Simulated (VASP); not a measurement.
The system is GaAs.

```
CELL_PARAMETERS angstrom
0.00000 2.83308 2.83308
2.83308 0.00000 2.83308
2.83308 2.83308 0.00000
ATOMIC_POSITIONS crystal
Ga 0.00000 0.00000 0.00000
As 0.25000 0.25000 0.25000
```

Base run:

| Property | Result |
| --- | --- |
| Program | VASP 6.6.1 |
| Functional | PBEsol |
| Potentials or basis | VASP PAW PBE potentials, release 64 (Ga_d, As) |
| Cutoff | 500 eV |
| k mesh | 6 × 6 × 6 |
| Occupations | gaussian, width 0.01 eV |
| Spin | no spin polarisation |

Its results: band gap on the k mesh 0.40 eV, direct; pressure -0.1 GPa.

The run is repeated on the same cell with these changes: functional from PBEsol to PBE; k mesh from 6 × 6 × 6 to 4 × 4 × 4. What comes out?

Band gap on the k mesh 0.46 eV, direct; pressure 3.2 GPa.

Several settings changed at once, so the effect can't be laid on one alone.

Caveats: some runs use coarse meshes; the PAW data sets were made with another functional, which shifts forces and pressure a little (some runs).

